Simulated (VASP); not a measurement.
# BN (F-43m) in VASP: notebook, part 2 of 2

VASP 6.6.1.

### Step 3. G0W0 quasiparticle levels, PBE

The input, POSCAR:

```
BN
1.0
    0.0000000000      1.8048254497      1.8048254497
    1.8048254497      0.0000000000      1.8048254497
    1.8048254497      1.8048254497      0.0000000000
B N
1 1
Direct
    0.0000000000      0.0000000000      0.0000000000
    0.2500000000      0.2500000000      0.2500000000
```

The input, INCAR.step1:

```
SYSTEM = BN
PREC = Accurate
ENCUT = 500
EDIFF = 1E-8
ISMEAR = 0
SIGMA = 0.01
LREAL = .False.
LASPH = .True.
NELM = 60
ALGO = Normal
LWAVE = .True.
LCHARG = .False.
GGA = PE
```

The input, INCAR.step2:

```
SYSTEM = BN
PREC = Accurate
ENCUT = 500
EDIFF = 1E-8
ISMEAR = 0
SIGMA = 0.01
LREAL = .False.
LASPH = .True.
NELM = 1
ALGO = Exact
LWAVE = .True.
LCHARG = .False.
GGA = PE
NBANDS = 34
LOPTICS = .True.
ISTART = 1
```

The input, INCAR.step3:

```
SYSTEM = BN
PREC = Accurate
ENCUT = 500
EDIFF = 1E-8
ISMEAR = 0
SIGMA = 0.01
LREAL = .False.
LASPH = .True.
ALGO = EVGW0
LWAVE = .False.
LCHARG = .False.
GGA = PE
NELMGW = 1
NBANDS = 34
ENCUTGW = 60
NOMEGA = 48
PRECFOCK = Fast
ISTART = 1
NBANDSGW = 12
```

The input, KPOINTS:

```
regular mesh
0
Gamma
  4 4 4
  0 0 0
```

Potentials or basis: VASP PAW PBE potentials, release 64 (B_GW, N_GW).

Run with:

```console
cat potpaw_PBE.64/B_GW/POTCAR potpaw_PBE.64/N_GW/POTCAR > POTCAR
cp INCAR.step1 INCAR
mpirun -np 1 vasp_std > vasp.out
cp INCAR.step2 INCAR
mpirun -np 1 vasp_std > vasp.out
cp INCAR.step3 INCAR
mpirun -np 1 vasp_std > vasp.out
```

OUTCAR:

```text
SYSTEM = BN
   PREC = Accurate
   ENCUT = 500
   EDIFF = 1E-8
   ISMEAR = 0
   LREAL = .False.
   LASPH = .True.
   GGA = PE
   NELMGW = 1
   ENCUTGW = 60
   PRECFOCK = Fast
   ISTART = 1

 ion  position               nearest neighbor table
   1  0.000  0.000  0.000-   2 1.56   2 1.56   2 1.56   2 1.56
   2  0.250  0.250  0.250-   1 1.56   1 1.56   1 1.56   1 1.56

  LATTYP: Found a face centered cubic cell.
 ALAT       =     3.6096508994

  Lattice vectors:

 A1 = (   0.0000000000,   1.8048254497,   1.8048254497)
 A2 = (   1.8048254497,   0.0000000000,   1.8048254497)
 A3 = (   1.8048254497,   1.8048254497,   0.0000000000)

Analysis of symmetry for initial positions (statically):
=====================================================================
 Subroutine PRICEL returns:
 Original cell was already a primitive cell.

 Routine SETGRP: Setting up the symmetry group for a
 face centered cubic supercell.

 Subroutine GETGRP returns: Found 24 space group operations
 (whereof 24 operations were pure point group operations)
 out of a pool of 48 trial point group operations.

The static configuration has the point symmetry T_d .

Analysis of symmetry for dynamics (positions and initial velocities):
=====================================================================
 Subroutine PRICEL returns:
 Original cell was already a primitive cell.

 Routine SETGRP: Setting up the symmetry group for a
 face centered cubic supercell.

 Subroutine GETGRP returns: Found 24 space group operations
 (whereof 24 operations were pure point group operations)
 out of a pool of 48 trial point group operations.

The dynamic configuration has the point symmetry T_d .

 Subroutine INISYM returns: Found 24 space group operations
 (whereof 24 operations are pure point group operations),
 and found     1 'primitive' translations

----------------------------------------------------------------------------------------

                                     Primitive cell

  volume of cell :      11.7581

  direct lattice vectors                    reciprocal lattice vectors
     0.000000000  1.804825450  1.804825450    -0.277035101  0.277035101  0.277035101
     1.804825450  0.000000000  1.804825450     0.277035101 -0.277035101  0.277035101
     1.804825450  1.804825450  0.000000000     0.277035101  0.277035101 -0.277035101

  length of vectors
     2.552408629  2.552408629  2.552408629     0.479838870  0.479838870  0.479838870

  position of ions in fractional coordinates (direct lattice)
     0.000000000  0.000000000  0.000000000
     0.250000000  0.250000000  0.250000000

  ion indices of the primitive-cell ions
   primitive index   ion index
                 1           1
                 2           2

----------------------------------------------------------------------------------------

 KPOINTS: regular mesh

Automatic generation of k-mesh.
 Grid dimensions read from file:
 generate k-points for:    4    4    4

 Generating k-lattice:

  Cartesian coordinates                     Fractional coordinates (reciprocal lattice)
    -0.069258775  0.069258775  0.069258775     0.250000000  0.000000000  0.000000000
     0.069258775 -0.069258775  0.069258775     0.000000000  0.250000000  0.000000000
     0.069258775  0.069258775 -0.069258775     0.000000000  0.000000000  0.250000000

  Length of vectors
     0.119959717  0.119959717  0.119959717

  Shift w.r.t. Gamma in fractional coordinates (k-lattice)
     0.000000000  0.000000000  0.000000000

 Subroutine IBZKPT returns following result:
 ===========================================

 Found      8 irreducible k-points:

 Following reciprocal coordinates:
            Coordinates               Weight
  0.000000  0.000000  0.000000      1.000000
  0.250000  0.000000  0.000000      8.000000
  0.500000  0.000000  0.000000      4.000000
  0.250000  0.250000  0.000000      6.000000
  0.500000  0.250000  0.000000     24.000000
 -0.250000  0.250000  0.000000     12.000000
  0.500000  0.500000  0.000000      3.000000
 -0.250000  0.500000  0.250000      6.000000
   k-points           NKPTS =      8   k-points in BZ     NKDIM =     64   number of bands    NBANDS=     34
   number of dos      NEDOS =    301   number of ions     NIONS =      2
   total plane-waves  NPLWV =   8000
   dimension x,y,z NGX =    20 NGY =   20 NGZ =   20
   dimension x,y,z NGXF=    40 NGYF=   40 NGZF=   40
   ions per type =               1   1
   NGX,Y,Z   is equivalent  to a cutoff of  13.03, 13.03, 13.03 a.u.
   NGXF,Y,Z  is equivalent  to a cutoff of  26.05, 26.05, 26.05 a.u.
 SYSTEM =  BN
   PREC   = accura    normal or accurate (medium, high low for compatibility)
   ISTART =      1    job   : 0-new  1-cont  2-samecut
   ICHARG =      0    charge: 1-file 2-atom 10-const
   ISPIN  =      1    spin polarized calculation?
   LNONCOLLINEAR =      F non collinear calculations
   LSORBIT =      F    spin-orbit coupling
   LASPH  =      T    aspherical Exc in radial PAW
   ENCUT  =  500.0 eV  36.75 Ry    6.06 a.u.   4.65  4.65  4.65*2*pi/ulx,y,z
   NELM   =     60;   NELMIN=  2; NELMDL=  0     # of ELM steps
   EDIFF  = 0.1E-07   stopping-criterion for ELM
   LREAL  =      F    real-space projection
   EDIFFG = 0.1E-06   stopping-criterion for IOM
   NSW    =      0    number of steps for IOM
   IBRION =     -1    ionic relax: 0-MD 1-quasi-New 2-CG
   NFREE  =      0    steps in history (QN), initial steepest desc. (CG)
   ISIF   =      0    stress and relaxation
   ISYM   =      3    0-nonsym 1-usesym 2-fastsym
   POTIM  = 0.5000    time-step for ionic-motion
   TEBEG  =    0.0;   TEEND  =   0.0 temperature during run
   PSTRESS=    0.0 pullay stress
   NELECT =       8.0000    total number of electrons
   NUPDOWN=      -1.0000    fix difference up-down
   EMIN   =  10.00;   EMAX   =-10.00  energy-range for DOS
   EFERMI =   0.00;   METHOD = LEGACY
   ISMEAR =     0;   SIGMA  =   0.01  broadening in eV -4-tet -1-fermi 0-gaus
   EFERMI_NEDOS =   21; number of points for ismear=-14 and -15
   IALGO  =     38    algorithm
   IMIX   =      4    mixing-type and parameters
     AMIX     =   0.40;   BMIX     =  1.00
     AMIX_MAG =   1.60;   BMIX_MAG =  1.00
  volume/ion in A,a.u.               =       5.88        39.67
  Fermi-wavevector in a.u.,A,eV,Ry     =   1.439880  2.720979 28.208337  2.073254
  Thomas-Fermi vector in A             =   2.558686
   LORBIT       =      0    0 simple, 1 ext, 2 COOP (PROOUT), +10 PAW based schemes
   GGA     = PE    functional components
   LHFCALC =     T    Hartree Fock is set to
   PRECFOCK=fast      Normal, Fast or Accurate (Low or Medium for compatibility)
   ENCUT4O =  -1.0   cutoff for four orbital integrals eV
   NKREDX  =     1    reduce k-point grid by
   NKREDY  =     1    reduce k-point grid by
   NKREDZ  =     1    reduce k-point grid by
   AEXX    =    1.0000 exact exchange contribution
   HFSCREEN=    0.0000 screening length (either q_TF or 0.3 A-1)
   HFSCREENC=   0.0000 screening length for correlation (either q_TF or 0.3 A-1)
   ENCUTFOCK=  -1.0 apply spherical cutoff to Coloumb kernel
   IVDW    =     0    specifies the selected vdW correction
   LEPSILON=     F    determine dielectric tensor
   LRPA    =     F    only Hartree local field effects (RPA)
   LRPAFORCE           =     F    calculate RPA forces
   ENCUTGW             =  60.0    cutoff for response function in eV
   ENCUTGWSOFT         =  48.0    soft cutoff for Coulomb kernel in GW response function in eV
   ENCUTLF             =  -1.0    cutoff for local field effects
   NELMGW              =     1    number of iterations in solving QP/BSE equation
   NELMHF              =     1    number of iterations in the inner HF iteration
   NKREDLFX            =     1    NKREDLFY  =   1   NKREDLFZ  =   1
 non-spin polarized calculation
 Gauss-broadening in eV      SIGMA  =   0.01
  energy-cutoff  :      500.00
  volume of cell :       11.76
 maximum number of plane-waves:       308
 NGX is ok and might be reduce to    20
  NGX = 12; NGY = 12; NGZ = 12
   NGX =  9   NGY =  9   NGZ =  9
 maximum number of plane-waves:        15
 NGX is ok and might be reduce to    10

 QP shifts <psi_nk| G(iteration)W_0 |psi_nk>: iteration 1
 for sc-GW calculations column KS-energies equals QP-energies in previous step
 and V_xc(KS)=  KS-energies - (<T + V_ion + V_H > + <T+V_H+V_ion>^1  + <V_x>^1)

 k-point   1 :       0.0000    0.0000    0.0000
  band No.  KS-energies  QP-energies   sigma(KS)   V_xc(KS)     V^pw_x(r,r')   Z            occupation Imag(sigma)

      1     -12.7476     -14.3696     -17.5854     -15.4910     -26.5031       0.7745       2.0000       1.4252
      2       7.5490       7.3225     -18.5735     -18.3005     -22.1072       0.8299       2.0000       0.1065
      3       7.5490       7.3225     -18.5735     -18.3005     -22.1072       0.8299       2.0000       0.1065
      4       7.5490       7.3225     -18.5735     -18.3005     -22.1072       0.8299       2.0000       0.1065
      5      16.3651      18.0178     -11.8181     -13.7983      -6.9024       0.8346       0.0000      -0.1219
      6      16.3651      18.0178     -11.8181     -13.7983      -6.9024       0.8346       0.0000      -0.1219
      7      16.3651      18.0178     -11.8181     -13.7983      -6.9024       0.8346       0.0000      -0.1219
      8      17.9615      19.2912     -13.8151     -15.4381      -8.2663       0.8193       0.0000      -0.1485
      9      32.3532      33.1333     -10.4691     -11.4426      -3.2890       0.8014       0.0000      -0.5942
     10      35.3551      36.7832     -11.6143     -13.3387      -5.4388       0.8282       0.0000      -0.5773
     11      35.3551      36.7832     -11.6143     -13.3387      -5.4388       0.8282       0.0000      -0.5773
     12      35.9583      36.7713     -10.1162     -11.0914      -3.0366       0.8336       0.0000      -1.0361
[... 100 lines left out ...]
      1      -6.8136      -8.1607     -19.3427     -17.5671     -26.9892       0.7587       2.0000       0.6182
      2      -0.0768      -1.1749     -17.1438     -15.7558     -22.3060       0.7912       2.0000       0.2152
      3       0.5349      -0.4539     -16.6505     -15.4161     -21.2471       0.8010       2.0000       0.1899
      4       0.9925       0.0696     -16.2218     -15.0752     -20.4667       0.8049       2.0000       0.1722
      5      17.1604      18.6075     -12.9581     -14.6979      -8.2138       0.8317       0.0000      -0.1286
      6      20.8916      22.6133     -12.2362     -14.3585      -6.1409       0.8112       0.0000      -0.1936
      7      22.0612      23.3952     -10.8022     -12.4114      -5.1968       0.8290       0.0000      -0.1653
      8      22.2674      24.3915     -13.9025     -16.5540      -7.9922       0.8011       0.0000      -0.2012
      9      26.9320      29.1392     -13.5381     -16.3401      -6.8000       0.7877       0.0000      -0.3379
     10      33.2027      35.1509     -11.6107     -14.0564      -4.3500       0.7966       0.0000      -0.6844
     11      37.1386      38.4920     -11.3514     -12.9952      -4.2580       0.8233       0.0000      -0.9338
     12      40.9563      42.5631     -10.9968     -12.9505      -3.7741       0.8225       0.0000      -1.0919
```

Run time: 10 s. Hardware: 1 thread of Intel Xeon Platinum 8259CL at 2.50GHz (Skylake/Cascade Lake), shared host; peak memory 0.13 GiB.

What came out:

```yaml
Band_gap_on_the_k_mesh_mean-field_level: 4.44 eV, indirect (least direct gap 8.82 eV)
Quasiparticle_gap: 5.47 eV
Least_direct_quasiparticle_gap: 10.70 eV
```

Caveat: the k points lie up to 0.75 Å⁻¹ apart; bands, screening cutoff and mesh are small and nothing is extrapolated, so the quasiparticle values aren't converged.
